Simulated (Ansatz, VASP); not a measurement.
One calculation of CuO, two programs

```
CELL_PARAMETERS angstrom
0.18960 -2.17229 -2.04314
-2.01972 0.10630 -1.95984
2.38320 2.28584 -4.38944
ATOMIC_POSITIONS crystal
Cu 0.45623 0.53069 0.48541
Cu 0.97428 0.98587 0.02436
O 0.80166 0.74472 0.73928
O 0.26782 0.23873 0.25095
```

Alike in both runs: functional LDA; k mesh 10 × 10 × 5; occupations fermi-dirac, width 0.05 eV; no spin polarisation; Hubbard terms Cu d U = 4.5 eV.

|  | VASP | Ansatz |
| --- | --- | --- |
| version | VASP 6.6.1 | Ansatz 0.2.0 |
| potentials or method | VASP PAW LDA potentials, release 64 (Cu, O) | Ansatz PAW |
| plane-wave cutoff (eV) | 520 | 420 |
| valence electrons in the cell | 34 | 50 |
| task | single point | band structure |

```tsv
	VASP	Ansatz	Ansatz less VASP
gap on the k mesh at the Fermi level (eV)	none	none	-
pressure (GPa)	-21.0	-16.1	+4.87
traceless stress, the component that is largest in VASP (GPa)	8.30	7.24	-1.058
rms of the force components (eV/Å)	0.555	0.609	+0.0542
```

LDA's correlation is that of Perdew and Zunger in VASP and of Perdew and Wang (1992) in Ansatz. The programs project onto different local orbitals, so the same U acts differently, and such runs can settle in different states. Atom by atom the forces differ by 0.070 eV/Å (rms over components). A gap of «none» marks a metal or a gap that the smearing closes. VASP's potentials hold 34 valence electrons a cell and Ansatz's 50, so a difference there can come from the potentials and not from the codes.
